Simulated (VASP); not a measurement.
A run of VASP 6.6.1 is set up as follows.

File INCAR:

```
SYSTEM = AlN
ALGO = Normal
EDIFF = 1E-6
EDIFFG = -0.01
ENCUT = 600
GGA = PE
IBRION = 2
ISIF = 4
ISMEAR = 0
LASPH = .True.
LCHARG = .False.
LREAL = .False.
LWAVE = .False.
NELM = 80
NSW = 60
PREC = Accurate
SIGMA = 0.05
```

Contents of KPOINTS:

```
k-points
0
Gamma
  10 10 6
  0 0 0
```

File POSCAR:

```
AlN
1.0
    3.0879176776      0.0000000000      0.0000000000
   -1.5439588388      2.6742151536      0.0000000000
    0.0000000000      0.0000000000      4.9502075237
Al N
2 2
Direct
    0.3333333333      0.6666666667     -0.0007699053
    0.6666666667      0.3333333333      0.4992300947
    0.3333333333      0.6666666667      0.3807699053
    0.6666666667      0.3333333333      0.8807699053
```

Potentials or basis: VASP PAW PBE potentials, release 64 (Al, N).

Launch:

```sh
$ cat potpaw_PBE.64/Al/POTCAR potpaw_PBE.64/N/POTCAR > POTCAR
$ mpirun -np 1 vasp_std > vasp.out
```

**Question.** Estimate the band gap on the k mesh.

**Answer.** 4.39 eV, direct.

Final structure:
```xyz
4
Lattice="3.0905 0.0000 0.0000 -1.5453 2.6765 0.0000 0.0000 0.0000 4.9418" Properties=species:S:1:pos:R:3 pbc="T T T"
Al    0.0000    1.7843    4.9362
Al    1.5453    0.8922    2.4653
N     0.0000    1.7843    1.8835
N     1.5453    0.8922    4.3544
```

 A k mesh can miss the band edges.
